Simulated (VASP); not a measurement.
# Ti (Im-3m) in VASP: further runs, part 2 of 2

VASP 6.6.1. Earlier steps stand in the parts before.

**6. Single point, PBE (volume 19.087 Å^3 an atom, c/a of the conventional cell 1.0000)**

Input file INCAR:

```
SYSTEM = Ti
PREC = Accurate
ENCUT = 520
EDIFF = 1E-7
ISMEAR = 0
SIGMA = 0.15
LREAL = .False.
LASPH = .True.
NELM = 100
ALGO = Normal
ISIF = 2
LWAVE = .False.
LCHARG = .False.
GGA = PE
NBANDS = 12
```

Input file KPOINTS:

```
Automatic mesh
0
Gamma
  22 22 22
  0 0 0
```

Input file POSCAR:

```
Ti
1.0
   -1.6835495153      1.6835495153      1.6835495153
    1.6835495153     -1.6835495153      1.6835495153
    1.6835495153      1.6835495153     -1.6835495153
Ti
1
Direct
    0.0000000000      0.0000000000      0.0000000000
```

Potentials or basis: VASP PAW PBE potentials, release 64 (Ti_sv).

The run is started by

```sh
> cat potpaw_PBE.64/Ti_sv/POTCAR > POTCAR
> mpirun -np 1 vasp_std > vasp.out
```

OUTCAR:

```text
SYSTEM = Ti
   PREC = Accurate
   ENCUT = 520
   EDIFF = 1E-7
   ISMEAR = 0
   LREAL = .False.
   LASPH = .True.
   NELM = 100
   ISIF = 2
   GGA = PE

 ion  position               nearest neighbor table
   1  0.000  0.000  0.000-

  LATTYP: Found a body centered cubic cell.
 ALAT       =     3.3670990306

  Lattice vectors:

 A1 = (  -1.6835495153,   1.6835495153,   1.6835495153)
 A2 = (   1.6835495153,  -1.6835495153,   1.6835495153)
 A3 = (   1.6835495153,   1.6835495153,  -1.6835495153)

Analysis of symmetry for initial positions (statically):
=====================================================================
 Subroutine PRICEL returns:
 Original cell was already a primitive cell.

 Routine SETGRP: Setting up the symmetry group for a
 body centered cubic supercell.

 Subroutine GETGRP returns: Found 48 space group operations
 (whereof 48 operations were pure point group operations)
 out of a pool of 48 trial point group operations.

The static configuration has the point symmetry O_h .

Analysis of symmetry for dynamics (positions and initial velocities):
=====================================================================
 Subroutine PRICEL returns:
 Original cell was already a primitive cell.

 Routine SETGRP: Setting up the symmetry group for a
 body centered cubic supercell.

 Subroutine GETGRP returns: Found 48 space group operations
 (whereof 48 operations were pure point group operations)
 out of a pool of 48 trial point group operations.

The dynamic configuration has the point symmetry O_h .

 Subroutine INISYM returns: Found 48 space group operations
 (whereof 48 operations are pure point group operations),
 and found     1 'primitive' translations

----------------------------------------------------------------------------------------

                                     Primitive cell

  volume of cell :      19.0870

  direct lattice vectors                    reciprocal lattice vectors
    -1.683549515  1.683549515  1.683549515     0.000000000  0.296991562  0.296991562
     1.683549515 -1.683549515  1.683549515     0.296991562  0.000000000  0.296991562
     1.683549515  1.683549515 -1.683549515     0.296991562  0.296991562  0.000000000

  length of vectors
     2.915993298  2.915993298  2.915993298     0.420009495  0.420009495  0.420009495

  position of ions in fractional coordinates (direct lattice)
     0.000000000  0.000000000  0.000000000

  ion indices of the primitive-cell ions
   primitive index   ion index
                 1           1

----------------------------------------------------------------------------------------

 KPOINTS: Automatic mesh

Automatic generation of k-mesh.
 Grid dimensions read from file:
 generate k-points for:   22   22   22

 Generating k-lattice:

  Cartesian coordinates                     Fractional coordinates (reciprocal lattice)
     0.000000000  0.013499616  0.013499616     0.045454545  0.000000000  0.000000000
     0.013499616  0.000000000  0.013499616     0.000000000  0.045454545  0.000000000
     0.013499616  0.013499616  0.000000000     0.000000000  0.000000000  0.045454545

  Length of vectors
     0.019091341  0.019091341  0.019091341

  Shift w.r.t. Gamma in fractional coordinates (k-lattice)
     0.000000000  0.000000000  0.000000000

 Subroutine IBZKPT returns following result:
 ===========================================

 Found    328 irreducible k-points:

 Following reciprocal coordinates:
            Coordinates               Weight
  0.000000  0.000000  0.000000      1.000000
  0.045455  0.000000  0.000000     12.000000
  0.090909  0.000000  0.000000     12.000000
  0.136364  0.000000  0.000000     12.000000
  0.181818  0.000000  0.000000     12.000000
  0.227273  0.000000  0.000000     12.000000
[... 16 lines left out ...]
  0.090909  0.090909  0.000000     24.000000
  0.136364  0.090909  0.000000     48.000000
 [... further k-points ...]
   k-points           NKPTS =    328   k-points in BZ     NKDIM =    328   number of bands    NBANDS=     12
   number of dos      NEDOS =    301   number of ions     NIONS =      1
   total plane-waves  NPLWV =  13824
   dimension x,y,z NGX =    24 NGY =   24 NGZ =   24
   dimension x,y,z NGXF=    48 NGYF=   48 NGZF=   48
   ions per type =               1
   NGX,Y,Z   is equivalent  to a cutoff of  13.68, 13.68, 13.68 a.u.
   NGXF,Y,Z  is equivalent  to a cutoff of  27.37, 27.37, 27.37 a.u.
 SYSTEM =  Ti
   PREC   = accura    normal or accurate (medium, high low for compatibility)
   ISTART =      0    job   : 0-new  1-cont  2-samecut
   ICHARG =      2    charge: 1-file 2-atom 10-const
   ISPIN  =      1    spin polarized calculation?
   LNONCOLLINEAR =      F non collinear calculations
   LSORBIT =      F    spin-orbit coupling
   LASPH  =      T    aspherical Exc in radial PAW
   ENCUT  =  520.0 eV  38.22 Ry    6.18 a.u.   5.42  5.42  5.42*2*pi/ulx,y,z
   NELM   =    100;   NELMIN=  2; NELMDL= -5     # of ELM steps
   EDIFF  = 0.1E-06   stopping-criterion for ELM
   LREAL  =      F    real-space projection
   EDIFFG = 0.1E-05   stopping-criterion for IOM
   NSW    =      0    number of steps for IOM
   IBRION =     -1    ionic relax: 0-MD 1-quasi-New 2-CG
   NFREE  =      0    steps in history (QN), initial steepest desc. (CG)
   ISIF   =      2    stress and relaxation
   ISYM   =      2    0-nonsym 1-usesym 2-fastsym
   POTIM  = 0.5000    time-step for ionic-motion
   TEBEG  =    0.0;   TEEND  =   0.0 temperature during run
   PSTRESS=    0.0 pullay stress
   NELECT =      12.0000    total number of electrons
   NUPDOWN=      -1.0000    fix difference up-down
   EMIN   =  10.00;   EMAX   =-10.00  energy-range for DOS
   EFERMI =   0.00;   METHOD = LEGACY
   ISMEAR =     0;   SIGMA  =   0.15  broadening in eV -4-tet -1-fermi 0-gaus
   EFERMI_NEDOS =   21; number of points for ismear=-14 and -15
   IALGO  =     38    algorithm
   IMIX   =      4    mixing-type and parameters
     AMIX     =   0.40;   BMIX     =  1.00
     AMIX_MAG =   1.60;   BMIX_MAG =  1.00
  volume/ion in A,a.u.               =      19.09       128.81
  Fermi-wavevector in a.u.,A,eV,Ry     =   1.402456  2.650258 26.761079  1.966884
  Thomas-Fermi vector in A             =   2.525216
   LORBIT       =      0    0 simple, 1 ext, 2 COOP (PROOUT), +10 PAW based schemes
   GGA     = PE    functional components
   LHFCALC =     F    Hartree Fock is set to
   AEXX    =    0.0000 exact exchange contribution
   IVDW    =     0    specifies the selected vdW correction
   LEPSILON=     F    determine dielectric tensor
   LRPA    =     F    only Hartree local field effects (RPA)
 non-spin polarized calculation
 Gauss-broadening in eV      SIGMA  =   0.15
  energy-cutoff  :      520.00
  volume of cell :       19.09
 maximum number of plane-waves:       535
 NGX is ok and might be reduce to    24
   NGX = 11   NGY = 11   NGZ = 11

 number of electron      11.9999999 magnetization

 Free energy of the ion-electron system (eV)
  ---------------------------------------------------
  ext. energy  EPLUGINS =         0.00000000
  ---------------------------------------------------
  free energy    TOTEN  =        -7.68126297 eV

  energy without entropy =       -7.65108498  energy(sigma->0) =       -7.66617398

 E-fermi :   7.1447     XC(G=0): -11.0581

 val. band max:        7.1423624674   @ k =   0.3636   0.1364   0.1364
 cond. band min:       7.1476103010   @ k =  -0.2727   0.3636   0.0455
 fundamental gap:      0.0052478335
 Fermi energy:         7.1447198333

 k-point     1 :       0.0000    0.0000    0.0000
  band No.  band energies     occupation
      1     -49.5805      2.00000
      2     -25.5307      2.00000
      3     -25.5307      2.00000
      4     -25.5307      2.00000
      5       1.4076      2.00000
      6       8.0423      0.00000
      7       8.0423      0.00000
      8       8.0423      0.00000
      9       9.6032      0.00000
     10       9.6032      0.00000
     11      23.8874      0.00000
     12      23.8874      0.00000
[... 331 lines left out ...]
 k-point    24 :       0.1364    0.0909    0.0000
  band No.  band energies     occupation
      1     -49.5504      2.00000
      2     -25.6997      2.00000
      3     -25.5752      2.00000
      4     -25.5436      2.00000
      5       2.5717      2.00000
      6       7.6348      0.00000
      7       7.6995      0.00000
      8       8.8925      0.00000
      9       9.2465      0.00000
     10       9.7031      0.00000
     11      21.6282      0.00000
     12      22.4710      0.00000

 [... further k-points ...]

------------------------ aborting loop because EDIFF is reached ----------------------------------------

  FORCE on cell =-STRESS in cart. coord.  units (eV):
  Direction    XX          YY          ZZ          XY          YZ          ZX
  --------------------------------------------------------------------------------------
  -------------------------------------------------------------------------------------
  Total       -1.0804886     -1.0804886     -1.0804886      0.0000000      0.0000000      0.0000000
  in kB      -90.6970364    -90.6970364    -90.6970364      0.0000000      0.0000000      0.0000000
  external PRESSURE =     -90.6970364 kB  Pullay stress =       0.0000000 kB

 VOLUME and BASIS-vectors are now :
 -----------------------------------------------------------------------------
  energy-cutoff  :      520.00
  volume of cell :       19.09
      direct lattice vectors                 reciprocal lattice vectors
    -1.683549515  1.683549515  1.683549515     0.000000000  0.296991562  0.296991562
     1.683549515 -1.683549515  1.683549515     0.296991562  0.000000000  0.296991562
     1.683549515  1.683549515 -1.683549515     0.296991562  0.296991562  0.000000000

 POSITION                                       TOTAL-FORCE (eV/Angst)
 -----------------------------------------------------------------------------------
      0.00000      0.00000      0.00000         0.000000      0.000000      0.000000
 -----------------------------------------------------------------------------------
    total drift:                                0.000000      0.000000      0.000000

  FREE ENERGIE OF THE ION-ELECTRON SYSTEM (eV)
  ---------------------------------------------------
  free  energy   TOTEN  =        -7.6812629746 eV

  energy  without entropy=       -7.6510849811  energy(sigma->0) =       -7.66617398
```

OSZICAR:

```text
N       E                     dE             d eps       ncg     rms          rms(c)
DAV:   1     0.869515678882E+02    0.86952E+02   -0.65513E+03  7916   0.117E+03
DAV:   2    -0.448061503770E+01   -0.91432E+02   -0.89148E+02  8060   0.296E+02
DAV:   3    -0.881165377743E+01   -0.43310E+01   -0.42803E+01 11088   0.657E+01
DAV:   4    -0.890028879545E+01   -0.88635E-01   -0.88545E-01  8968   0.823E+00
DAV:   5    -0.890239655278E+01   -0.21078E-02   -0.21077E-02  9248   0.113E+00    0.775E+00
DAV:   6    -0.767639418704E+01    0.12260E+01   -0.32654E+00  8448   0.240E+01    0.186E+00
DAV:   7    -0.767511656990E+01    0.12776E-02   -0.63423E-02  8992   0.246E+00    0.117E+00
DAV:   8    -0.768084132779E+01   -0.57248E-02   -0.30234E-02  8528   0.202E+00    0.901E-02
DAV:   9    -0.768124286291E+01   -0.40154E-03   -0.14437E-03  9364   0.369E-01    0.594E-02
DAV:  10    -0.768127243098E+01   -0.29568E-04   -0.20570E-04  8532   0.136E-01    0.136E-02
DAV:  11    -0.768126200398E+01    0.10427E-04   -0.24243E-05  9204   0.702E-02    0.792E-03
DAV:  12    -0.768126277549E+01   -0.77151E-06   -0.19067E-06 10908   0.155E-02    0.463E-04
DAV:  13    -0.768126310499E+01   -0.32950E-06   -0.85914E-08  7076   0.263E-03    0.142E-03
DAV:  14    -0.768126299893E+01    0.10606E-06   -0.28648E-08  4180   0.253E-03    0.334E-04
DAV:  15    -0.768126297463E+01    0.24303E-07   -0.63361E-09  4120   0.915E-04
   1 F= -.76812630E+01 E0= -.76661740E+01  d E =-.301780E-01
```

It took 45 s on 1 thread of Intel Xeon 6975P-C, shared host; peak memory 0.19 GiB.

What came out:

```yaml
Free_energy: -7.6813 eV
Pressure: -9.1 GPa
Band_gap_on_the_k_mesh: zero (band 6 reaches 8.05 eV, above the bottom of band 7 at 6.58 eV)
```

**7. Single point, PBE (volume 20.007 Å^3 an atom, c/a of the conventional cell 1.0000)**

Input file INCAR:

```
SYSTEM = Ti
PREC = Accurate
ENCUT = 520
EDIFF = 1E-6
ISMEAR = 0
SIGMA = 0.15
LREAL = .FALSE.
LASPH = .TRUE.
NELM = 80
ALGO = Normal
ISIF = 2
LWAVE = .FALSE.
LCHARG = .FALSE.
GGA = PE
NBANDS = 12
```

Input file KPOINTS:

```
regular mesh
0
G
  22 22 22
  0 0 0
```

Input file POSCAR:

```
Ti
1.0
   -1.7101754206      1.7101754206      1.7101754206
    1.7101754206     -1.7101754206      1.7101754206
    1.7101754206      1.7101754206     -1.7101754206
Ti
1
Direct
    0.0000000000      0.0000000000      0.0000000000
```

The run is started by

```sh
> cat potpaw_PBE.64/Ti_sv/POTCAR > POTCAR
> mpirun -np 1 vasp_std > vasp.out
```

Run time: 37 s. Hardware: 1 thread of Intel Xeon 6975P-C, shared host; peak memory 0.2 GiB.

Results (log left out):

```
Free energy            : -7.6203 eV
Pressure               : -12.1 GPa
Band gap on the k mesh : zero (band 6 reaches 7.56 eV, above the bottom of band 7 at 6.14 eV)
```

Levels at points of the mesh, in eV from the Fermi level:
```
           k point  band 4  band 5  band 6  band 7  band 8  band 9
(0.00, 0.00, 0.00)  -32.81   -5.62    0.85    0.85    0.85    2.32
(0.50, 0.00, 0.00)  -32.81   -2.14   -0.28    0.79    2.29    2.58
(0.50, 0.50, 0.50)  -33.10   -1.68   -1.68    3.26    3.26    3.26
```

**8. The runs side by side**

| cell | gap on the mesh (eV) | pressure (GPa) |
| --- | --- | --- |
| a = 2.660 Å, angles 109.5°, 1 atom | none | 24.2 |
| a = 2.715 Å, angles 109.5°, 1 atom | none | 14.2 |
| a = 2.768 Å, angles 109.5°, 1 atom | none | 6.1 |
| a = 2.868 Å, angles 109.5°, 1 atom | none | -5.1 |
| a = 2.916 Å, angles 109.5°, 1 atom | none | -9.1 |
| a = 2.962 Å, angles 109.5°, 1 atom | none | -12.1 |

Alike in all rows: task single point; level PBE; potentials or basis VASP PAW PBE potentials, release 64 (Ti_sv); no spin polarisation; k mesh 22 × 22 × 22; cutoff (eV) 520; smearing gaussian 0.15 eV.

Absolute energies hang on the potentials; compare differences alone.
